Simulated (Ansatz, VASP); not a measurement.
MgCd2O3: VASP beside Ansatz

The input INCAR:

```
ALGO     = Normal         # electronic algorithm
EDIFF    = 1E-7           # SCF threshold, eV
ENCUT    = 520            # plane-wave cutoff, eV
GGA      = PE             # functional
ISIF     = 2              # what is computed and relaxed
ISMEAR   = 0              # smearing method
ISPIN    = 2              # spin polarisation
LASPH    = T              # aspherical terms in the spheres
LCHARG   = T              # write CHGCAR
LELF     = T              # ELF
LORBIT   = 11             # projections on sites
LREAL    = F              # projectors in reciprocal space
LVHAR    = T            
LWAVE    = F              # write WAVECAR
MAGMOM   = 0 0 0 1 1 1    # initial moments
NBANDS   = 35             # bands
NELM     = 150            # most SCF steps
PREC     = Accurate       # precision mode
SIGMA    = 0.1            # smearing width, eV
```

KPOINTS

```
k-points
0
Gamma
  6 6 2
```

POSCAR

```
MgCd2O3
1.0
    3.5157431900      0.0000000000      0.0000000000
   -1.7578715900      3.0447229100      0.0000000000
    0.0000000000      0.0000000000      8.6117768800
Mg Cd O
1 2 3
Direct
    0.0000000000      0.0000000000      0.0000000000
    0.3333333300      0.6666666700      0.3333333300
    0.6666666700      0.3333333300      0.6666666700
    0.3333333300      0.6666666700      0.8333333300
    0.6666666700      0.3333333300      0.1666666700
    0.0000000000      0.0000000000      0.5000000000
```

Input for Ansatz:

```yaml
crystal:
  lattice:
    - [3.51574319, 0.0, 0.0]
    - [-1.75787159, 3.04472291, 0.0]
    - [0.0, 0.0, 8.61177688]
  atoms:
    - { symbol: Mg, position: [0.0, 0.0, 0.0] }
    - { symbol: Cd, position: [0.33333333, 0.66666667, 0.33333333] }
    - { symbol: Cd, position: [0.66666667, 0.33333333, 0.66666667] }
    - { symbol: O, position: [0.33333333, 0.66666667, 0.83333333], spin: 1.0 }
    - { symbol: O, position: [0.66666667, 0.33333333, 0.16666667], spin: 1.0 }
    - { symbol: O, position: [0.0, 0.0, 0.5], spin: 1.0 }
basis:
  ecutwfc: 420
kpoints:
  mp_grid: { grid: [6, 6, 2] }
hamiltonian:
  xc: pbe
scf:
  occupations: { method: gaussian, width: 0.1 }
  lower_state_search: "off"
output:
  forces: true
  stress: true
  eigenvalues: true
  populations: true
magnetization:
  spin_polarized: true
```

Alike in both runs: task single point; functional PBE; k mesh 6 × 6 × 2; occupations gaussian, width 0.1 eV; collinear spin.

|  | VASP | Ansatz |
| --- | --- | --- |
| version | VASP 6.6.1 | Ansatz 0.2.0 |
| potentials or method | VASP PAW PBE potentials, release 64 (Mg, Cd, O), cutoff 520 eV | scalar-relativistic, plane waves, PAW |
| valence electrons in the cell | 44 | 68 |

```tsv
	VASP	Ansatz	Ansatz less VASP
gap on the k mesh at the Fermi level (eV)	none	none	-
pressure (GPa)	-16.3	-16.7	-0.31
traceless stress, the component that is largest in VASP (GPa)	-0.20	-0.20	0.000
rms of the force components (eV/Å)	0.333	0.316	-0.0168
net moment per atom (μB)	0.00	0.00	0.000
```

Atom by atom the forces differ by 0.017 eV/Å (rms over components). A gap of «none» marks a metal or a gap that the smearing closes. VASP's potentials hold 44 valence electrons a cell and Ansatz's 68, so a difference there can come from the potentials and not from the codes. Ansatz's warnings: seeded moment not kept.

The k mesh is coarse, so the values compare programs but aren't converged.
